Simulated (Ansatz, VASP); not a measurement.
# Two plane-wave programs on Si3Ru

```
Si Ru
1.0
     0.00000    3.00267    3.00267
     3.00267    0.00000    3.00267
     3.00267    3.00267    0.00000
Si Ru
3 1
Direct
  0.25000 0.25000 0.25000
  0.75000 0.75000 0.75000
  0.50000 0.50000 0.50000
  0.00000 0.00000 0.00000
```

Change from the starting cell: species swapped into the Mn3Re type (Fm-3m, No. 225).

Alike in both runs: task relaxation of cell and atoms; functional PBE; k mesh 14 × 14 × 14; occupations gaussian, width 0.1 eV; no spin polarisation.

```csv
,VASP,Ansatz
version,VASP 6.6.1,Ansatz 0.2.0
potentials or method,"VASP PAW PBE potentials, release 64 (Si, Ru_pv), cutoff 600 eV","scalar-relativistic, plane waves, PAW"
valence electrons in the cell,26,28
```

Ansatz gave:

```
gap on the k mesh at the Fermi level, each at its own relaxed structure (eV) : none
relaxed volume (Å³/atom)                                                     : 13.64
relaxed cell length with the largest relative difference (Å)                 : 4.257
```

**Question.** What did VASP give for the same quantities?

**Answer.** gap on the k mesh at the Fermi level, each at its own relaxed structure (eV): none; relaxed volume (Å³/atom): 13.63; relaxed cell length with the largest relative difference (Å): 4.256.

A gap of «none» marks a metal or a gap that the smearing closes. VASP's potentials hold 26 valence electrons a cell and Ansatz's 28, so a difference there can come from the potentials and not from the codes.
